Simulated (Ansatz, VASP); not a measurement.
## Ag in VASP and in Ansatz

POSCAR

```
Ag
1.0
   -1.6751243396      1.6751243396      1.5934109572
    1.6751243396     -1.6751243396      1.5934109572
    1.6751243396      1.6751243396     -1.5934109572
Ag
1
Direct
    0.0000000000      0.0000000000      0.0000000000
```

Contents of INCAR.step1:

```
ALGO = Normal ; EDIFF = 1E-4
ENCUT = 520 ; GGA = PE
ISMEAR = 0 ; LASPH = True
LCHARG = False ; LREAL = False
LWAVE = True ; NBANDS = 12
NELM = 80 ; PREC = Accurate
SIGMA = 0.15
```

Contents of INCAR.step2:

```
ALGO = Normal ; EDIFF = 1E-7
ENCUT = 520 ; ISIF = 2
ISMEAR = 0 ; ISTART = 1
LASPH = True ; LCHARG = False
LMIXTAU = True ; LREAL = False
LWAVE = False ; METAGGA = R2SCAN
NBANDS = 12 ; NELM = 80
PREC = Accurate ; SIGMA = 0.15
```

The input KPOINTS:

```
k-points
0
Gamma
  26 26 26
```

Input for Ansatz:

```yaml
crystal:
  lattice:
    - [-1.6751243396, 1.6751243396, 1.5934109572]
    - [1.6751243396, -1.6751243396, 1.5934109572]
    - [1.6751243396, 1.6751243396, -1.5934109572]
  atoms:
    - { symbol: Ag, position: [0.0, 0.0, 0.0] }
basis:
  ecutwfc: 500
kpoints:
  mp_grid: { grid: [26, 26, 26] }
hamiltonian:
  xc: r2scan
scf:
  occupations: { method: gaussian, width: 0.15 }
output:
  forces: true
  stress: true
  eigenvalues: true
```

Change from the starting cell: strain +0.025 along x and y, -0.025 along z, atoms carried along.

Alike in both runs: task single point; functional r2SCAN; k mesh 26 × 26 × 26; occupations gaussian, width 0.15 eV; no spin polarisation.

```csv
,VASP,Ansatz
version,VASP 6.6.1,Ansatz 0.2.0
potentials or method,"VASP PAW PBE potentials, release 64 (Ag), cutoff 520 eV","scalar-relativistic, plane waves, PAW"
valence electrons in the cell,11,19
```

```tsv
	VASP	Ansatz	Ansatz less VASP
gap on the k mesh at the Fermi level (eV)	none	none	-
pressure (GPa)	-2.3	-2.4	-0.10
traceless stress, the component that is largest in VASP (GPa)	-0.28	-0.27	+0.006
```

VASP's potentials were made for PBE, not for r2SCAN. A gap of «none» marks a metal or a gap that the smearing closes. With one functional, cell and mesh, what is left measures potentials, basis and numerics. VASP's potentials hold 11 valence electrons a cell and Ansatz's 19, so a difference there can come from the potentials and not from the codes.
